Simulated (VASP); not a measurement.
A run of VASP 6.6.1:

The input INCAR:

```
SYSTEM = HgTe
PREC = Accurate
ENCUT = 520
EDIFF = 1E-6
ISMEAR = 0
SIGMA = 0.1
LREAL = .False.
LASPH = .True.
NELM = 80
ALGO = Normal
ISIF = 2
LWAVE = .False.
LCHARG = .False.
GGA = PS
NBANDS = 16
```

File KPOINTS:

```
Automatic mesh
0
Gamma
  12 12 12
  0 0 0
```

File POSCAR:

```
HgTe
1.0
    0.0000000000      3.2218372247      3.2218372247
    3.2218372247      0.0000000000      3.2218372247
    3.2218372247      3.2218372247      0.0000000000
Hg Te
1 1
Direct
    0.0000000000      0.0000000000      0.0000000000
    0.2500000000      0.2500000000      0.2500000000
```

Potentials or basis: VASP PAW PBE potentials, release 64 (Hg, Te).

Launch:

```sh
$ cat potpaw_PBE.64/Hg/POTCAR potpaw_PBE.64/Te/POTCAR > POTCAR
$ mpirun -np 1 vasp_std > vasp.out
```

Hardware: 1 thread of Intel(R) Xeon(R) 6975P-C (Granite Rapids), with other jobs on the host.

Task: Estimate the wall time of this run.

Result: Wall time 28 s on 1 thread of Intel(R) Xeon(R) 6975P-C (Granite Rapids), with other jobs on the host, peak memory 0.25 GiB. Counts: scf iterations 13, k points 72.
